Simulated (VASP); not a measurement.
The system is Pt.

```
CELL_PARAMETERS angstrom
0.00000 2.73141 2.73141
2.73141 0.00000 2.73141
2.73141 2.73141 0.00000
ATOMIC_POSITIONS crystal
Pt 0.12500 0.12500 0.12500
Pt 0.87500 0.87500 0.87500
```

This isn't the form of Pt at room conditions, which is fcc.

```yaml
Program: VASP 6.6.1
Task: relaxation of cell and atoms
Functional: PBE
Potentials_or_basis: VASP PAW PBE potentials, release 64 (Pt)
Cutoff: 600 eV
k_mesh: 10 × 10 × 10
Occupations: fermi-dirac, width 0.05 eV
Spin: collinear spin
Starting_moments: "[1.0, 1.0] μB"
```

At the start: pressure 29.0 GPa; volume 20.38 Å³/atom.

Where does the relaxation end?

Over 5 steps the energy falls by 276.1 meV/atom and the volume is 23.99 Å³/atom (+17.7 %); space group Fd-3m (No. 227, to 0.1 Å) before and after; moment 0.00 μB per cell.

Step by step:
```tsv
step	energy change (eV)	largest force (eV/Å)	pressure (GPa)	volume (Å³)
1	0.0000	0.0000	28.99	40.76
2	0.7096	0.0000	-15.00	66.61
3	-0.5462	0.0000	-2.05	48.88
4	-0.5517	0.0000	-0.55	48.21
5	-0.5521	0.0000	0.01	47.98
```

Final structure:
```xyz
2
Lattice="0.0000 2.8840 2.8840 2.8840 0.0000 2.8840 2.8840 2.8840 0.0000" Properties=species:S:1:pos:R:3 pbc="T T T"
Pt    0.7210    0.7210    0.7210
Pt    5.0470    5.0470    5.0470
```

Caveat: the volume moved by over 15 % at a fixed basis, so the end points are rough.
